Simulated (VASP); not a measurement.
Here is a VASP 6.6.1 calculation.

Contents of INCAR:

```
SYSTEM = MgI2
ALGO = Normal ; EDIFF = 1E-6
ENCUT = 520 ; GGA = PE
ISIF = 2 ; ISMEAR = 0
LASPH = .True. ; LCHARG = .False.
LREAL = .False. ; LWAVE = .False.
NBANDS = 15 ; NELM = 80
PREC = Accurate ; SIGMA = 0.01
```

The input KPOINTS:

```
k-points
0
Gamma
  4 4 4
  0 0 0
```

POSCAR

```
MgI2
1.0
    0.0000000000      3.7557205864      3.7557205864
    3.7557205864      0.0000000000      3.7557205864
    3.7557205864      3.7557205864      0.0000000000
Mg I
1 2
Direct
    0.0000000000      0.0000000000      0.0000000000
    0.2500000000      0.2500000000      0.2500000000
    0.7500000000      0.7500000000      0.7500000000
```

Potentials or basis: VASP PAW PBE potentials, release 64 (Mg, I).

Run with:

```bash
$ cat potpaw_PBE.64/Mg/POTCAR potpaw_PBE.64/I/POTCAR > POTCAR
$ mpirun -np 1 vasp_std > vasp.out
```

Task: Estimate the pressure.

Result: 0.2 GPa.

Task: Predict the band gap on the k mesh.

Result: 0.58 eV, indirect (least direct gap 1.06 eV).

Caveat: spin-orbit coupling is left out, which moves the levels of the heavy elements. A k mesh can miss the band edges.
